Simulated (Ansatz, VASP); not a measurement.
# One calculation of Cd, two programs

File INCAR:

```
SYSTEM = Cd
  PREC = Accurate
  ENCUT = 520
  EDIFF = 1E-6
  ISMEAR = 0
  SIGMA = 0.05
  LREAL = .False.
  LASPH = .True.
  NELM = 100
  ALGO = Normal
  ISIF = 2
  LWAVE = .False.
  LCHARG = .False.
  GGA = PE
  NBANDS = 12
```

KPOINTS

```
Automatic mesh
0
Gamma
  8 8 8
  0 0 0
```

POSCAR

```
Cd
1.0
   -1.7893004768      1.7893004768      1.7893004768
    1.7893004768     -1.7893004768      1.7893004768
    1.7893004768      1.7893004768     -1.7893004768
Cd
1
Direct
    0.0000000000      0.0000000000      0.0000000000
```

Input for Ansatz:

```yaml
crystal:
  lattice:
    - [-1.7893004768, 1.7893004768, 1.7893004768]
    - [1.7893004768, -1.7893004768, 1.7893004768]
    - [1.7893004768, 1.7893004768, -1.7893004768]
  atoms:
    - { symbol: Cd, position: [0.0, 0.0, 0.0] }
basis:
  ecutwfc: 420
  ecutrho_ratio: 4
kpoints:
  mp_grid: { grid: [8, 8, 8] }
hamiltonian:
  xc: pbe
scf:
  occupations: { method: gaussian, width: 0.05 }
output:
  forces: true
  stress: true
  eigenvalues: true
```

Alike in both runs: task single point; functional PBE; k mesh 8 × 8 × 8; occupations gaussian, width 0.05 eV; no spin polarisation.

|  | VASP | Ansatz |
| --- | --- | --- |
| version | VASP 6.6.1 | Ansatz 0.2.0 |
| potentials or method | VASP PAW PBE potentials, release 64 (Cd), cutoff 520 eV | scalar-relativistic, plane waves, PAW |
| valence electrons in the cell | 12 | 20 |

```tsv
	VASP	Ansatz	Ansatz less VASP
pressure (GPa)	0.6	0.4	-0.20
```

The functional is the same, so the differences come from potentials, cutoffs and numerics. VASP's potentials hold 12 valence electrons a cell and Ansatz's 20, so a difference there can come from the potentials and not from the codes.
